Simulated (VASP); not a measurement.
# Al in VASP: further runs, part 2 of 2

VASP 6.6.1. Earlier steps stand in the parts before.

## (3) Single point, PBEsol+D3(BJ) (uniaxial strain along a: +3.0 %, then relaxed in part)

INCAR reads:

```
SYSTEM = Al
PREC     = Accurate       ! precision mode
ENCUT    = 520            ! plane-wave cutoff, eV
EDIFF    = 1E-6           ! SCF threshold, eV
ISMEAR   = 0              ! smearing method
SIGMA    = 0.1            ! smearing width, eV
LREAL    = .FALSE.        ! projectors in reciprocal space
LASPH    = .TRUE.         ! aspherical terms in the spheres
NELM     = 100            ! most SCF steps
ALGO     = Fast           ! electronic algorithm
ISIF     = 2              ! what is computed and relaxed
LWAVE    = .FALSE.        ! write WAVECAR
LCHARG   = .FALSE.        ! write CHGCAR
GGA      = PS             ! functional
IVDW     = 12             ! dispersion correction
NBANDS   = 10             ! bands
```

KPOINTS reads:

```
regular mesh
0
G
  24 24 12
  0 0 0
```

POSCAR reads:

```
Al
1.0
    2.8739667097      0.0012077522      0.0000000000
   -1.4359754912      2.3943469612      0.0000000000
    0.0000000000      0.0000000000      4.6014199255
Al
2
Direct
    0.6681104817      0.3361043518      0.7500000000
    0.3318895183      0.6638956482      0.2500000000
```

Potentials or basis: VASP PAW PBE potentials, release 64 (Al).

Started as:

```bash
> cat potpaw_PBE.64/Al/POTCAR > POTCAR
> mpirun -np 1 vasp_std > vasp.out
```

OUTCAR:

```text
SYSTEM = Al
   PREC = Accurate
   ENCUT = 520
   EDIFF = 1E-6
   ISMEAR = 0
   LREAL = .FALSE.
   LASPH = .TRUE.
   NELM = 100
   ISIF = 2
   GGA = PS
   IVDW = 12
 IVDW          = 12

 ion  position               nearest neighbor table
   1  0.668  0.336  0.750-   2 2.81   2 2.81   2 2.82   2 2.82   2 2.82   2 2.82
   2  0.332  0.664  0.250-   1 2.81   1 2.81   1 2.82   1 2.82   1 2.82   1 2.82

  Warning from LATTYP: Monoclinic adjustment (A1->A3, A2->A1, A3->A2)!
  Warning from LATTYP: Got some problem with cell dimensions!
  Tried to take original basis but could not verify dimensions!
  LATTYP: Found a simple monoclinic cell.
 ALAT       =     2.7919389288
 B/A-ratio  =     1.6481090894
 C/A-ratio  =     1.0007423968
 COS(beta)  =    -0.4705814016

  Lattice vectors:

 A1 = (  -1.4359754912,   2.3943469612,   0.0000000000)
 A2 = (   0.0000000000,   0.0000000000,  -4.6014199255)
 A3 = (  -1.4379912185,  -2.3955547134,   0.0000000000)

Analysis of symmetry for initial positions (statically):
=====================================================================
 Subroutine PRICEL returns:
 Original cell was already a primitive cell.

 Routine SETGRP: Setting up the symmetry group for a
 simple monoclinic supercell.

[... 183 lines left out ...]
      5      19.0460      0.00000
      6      19.5659      0.00000
      7      20.0319      0.00000
      8      20.7996      0.00000
      9      22.8768      0.00000
     10      23.2131      0.00000
[... 287 lines left out ...]
 k-point    24 :       0.4167    0.0417    0.0000
  band No.  band energies     occupation
      1       1.5968      2.00000
      2       4.4283      2.00000
      3       7.9564      2.00000
      4       8.5531      0.01704
      5      10.8684      0.00000
      6      11.2365      0.00000
      7      13.9843      0.00000
      8      17.0799      0.00000
      9      19.8428      0.00000
     10      20.0974      0.00000

 [... further k-points ...]

------------------------ aborting loop because EDIFF is reached ----------------------------------------

 Edisp (eV)   -0.66211

 E8    (eV) :    -0.4459

  FORCE on cell =-STRESS in cart. coord.  units (eV):
  Direction    XX          YY          ZZ          XY          YZ          ZX
  --------------------------------------------------------------------------------------
  -------------------------------------------------------------------------------------
  Total      -0.47066     0.01188     0.01378    -0.00574     0.00000     0.00000
  in kB     -23.80944     0.60119     0.69694    -0.29021     0.00000     0.00000
  external pressure =       -7.50 kB  Pullay stress =        0.00 kB

 VOLUME and BASIS-vectors are now :
 -----------------------------------------------------------------------------
  energy-cutoff  :      520.00
  volume of cell :       31.67
      direct lattice vectors                 reciprocal lattice vectors
     2.873966710  0.001207752  0.000000000     0.347863470  0.208626162  0.000000000
    -1.435975491  2.394346961  0.000000000    -0.000175469  0.417545179  0.000000000
     0.000000000  0.000000000  4.601419926     0.000000000  0.000000000  0.217324221

 POSITION                                       TOTAL-FORCE (eV/Angst)
 -----------------------------------------------------------------------------------
      1.43749      0.80556      3.45106        -0.000177      0.001768     -0.000000
      0.00050      1.59000      1.15035         0.000177     -0.001768      0.000000
 -----------------------------------------------------------------------------------
    total drift:                               -0.000000      0.000000      0.000000

  FREE ENERGIE OF THE ION-ELECTRON SYSTEM (eV)
  ---------------------------------------------------
  free  energy   TOTEN  =        -8.7710659883 eV

  energy  without entropy=       -8.7670916766  energy(sigma->0) =       -8.76907883
```

It took 9.8 min on 1 thread of Oxide Virtual Turin-like, shared host; peak memory 0.56 GiB.

What came out:

```
Free energy                : -8.7711 eV
Pressure                   : -0.8 GPa
Band gap on the k mesh     : zero (band 3 reaches 12.75 eV, above the bottom of band 4 at 4.98 eV)
Dispersion energy per atom : -0.331 eV
```

Stress tensor (GPa, compression positive):
```
-2.38 -0.03  0.00
-0.03  0.06  0.00
 0.00  0.00  0.07
```

Caveat: the cell differs from its parent crystal (uniaxial strain along a: +3.0 %, then relaxed in part); the PAW data sets were made with another functional, which shifts forces and pressure a little; pairwise dispersion overbinds metals, which lowers pressure and volume.

## (4) Single point, PBEsol+D3(BJ) (uniaxial strain along a: +3.0 %)

INCAR reads:

```
ALGO     = Fast           # electronic algorithm
EDIFF    = 1E-6           # SCF threshold, eV
ENCUT    = 520            # plane-wave cutoff, eV
GGA      = PS             # functional
ISIF     = 2              # what is computed and relaxed
ISMEAR   = 0              # smearing method
IVDW     = 12             # dispersion correction
LASPH    = True           # aspherical terms in the spheres
LCHARG   = False          # write CHGCAR
LREAL    = False          # projectors in reciprocal space
LWAVE    = False          # write WAVECAR
NBANDS   = 10             # bands
NELM     = 60             # most SCF steps
PREC     = Accurate       # precision mode
SIGMA    = 0.1            # smearing width, eV
```

KPOINTS reads:

```
k-points
0
Gamma
  24 24 12
```

POSCAR reads:

```
Al
1.0
    2.8739669635      0.0000000000      0.0000000000
   -1.4369834817      2.3983120748      0.0000000000
    0.0000000000      0.0000000000      4.6130582871
Al
2
Direct
    0.6675517614      0.3351539091      0.7500000000
    0.3324482386      0.6648460909      0.2500000000
```

Started as:

```bash
> cat potpaw_PBE.64/Al/POTCAR > POTCAR
> mpirun -np 1 vasp_std > vasp.out
```

Wall time 8.8 min (1 thread of Oxide Virtual Turin-like, shared host); peak memory 0.56 GiB.

It converged, with:

| Quantity | Value |
| --- | --- |
| Free energy | -8.7709 eV |
| Pressure | -1.1 GPa |
| Largest force | 0.006 eV/Å |
| Band gap on the k mesh | zero (band 3 reaches 12.68 eV, above the bottom of band 4 at 4.96 eV) |
| Dispersion energy per atom | -0.330 eV |

Forces in eV/Å, atoms in the order of the input:
```
Al   0.000  0.006  0.000
Al   0.000 -0.006  0.000
```

Stress tensor (GPa, compression positive):
```
-2.59  0.00  0.00
 0.00 -0.25  0.00
 0.00  0.00 -0.40
```

Levels at points of the mesh, in eV from the Fermi level:
```tsv
k point	band 1	band 2	band 3	band 4	band 5	band 6	band 7	band 8
(0.00, 0.00, 0.00)	-11.39	-4.75	-4.45	10.47	10.68	11.17	11.64	12.37
(0.50, 0.00, 0.00)	-5.54	-5.35	0.48	1.11	1.37	1.71	6.14	7.84
(0.50, 0.50, 0.00)	-5.54	-5.35	0.48	1.11	1.37	1.71	6.14	7.84
(0.00, 0.50, 0.00)	-5.14	-5.11	0.86	1.37	1.60	2.12	5.10	7.04
(0.00, 0.00, 0.50)	-9.66	-9.66	3.49	3.49	11.59	11.59	12.48	12.48
(0.50, 0.00, 0.50)	-4.12	-4.12	-3.39	-3.39	7.59	7.59	7.78	7.78
(0.50, 0.50, 0.50)	-4.12	-4.12	-3.39	-3.39	7.59	7.59	7.78	7.78
(0.00, 0.50, 0.50)	-3.86	-3.86	-2.99	-2.99	6.58	6.58	7.39	7.39
```

Caveat: the cell differs from its parent crystal (uniaxial strain along a: +3.0 %); the PAW data sets were made with another functional, which shifts forces and pressure a little; pairwise dispersion overbinds metals, which lowers pressure and volume.

## (5) The runs side by side

| cell | gap on the mesh (eV) | pressure (GPa) | largest force (eV/Å) |
| --- | --- | --- | --- |
| a = 2.846, b = 2.794, c = 4.625 Å, angles 90.0, 90.0, 120.6°, 2 atoms | none | -0.7 | 0.01 |
| a = 2.874, b = 2.792, c = 4.601 Å, angles 90.0, 90.0, 120.9°, 2 atoms | none | -0.8 | - |
| a = 2.874, b = 2.796, c = 4.613 Å, angles 90.0, 90.0, 120.9°, 2 atoms | none | -1.1 | 0.01 |

Alike in all rows: task single point; level PBEsol+D3(BJ); potentials or basis VASP PAW PBE potentials, release 64 (Al); no spin polarisation; k mesh 24 × 24 × 12; cutoff (eV) 520; smearing gaussian 0.1 eV.

Caveats: the PAW data sets were made with another functional, which shifts forces and pressure a little; pairwise dispersion overbinds metals, which lowers pressure and volume.

Total energies depend on the potentials used, so only differences within one code and one set of settings carry meaning.
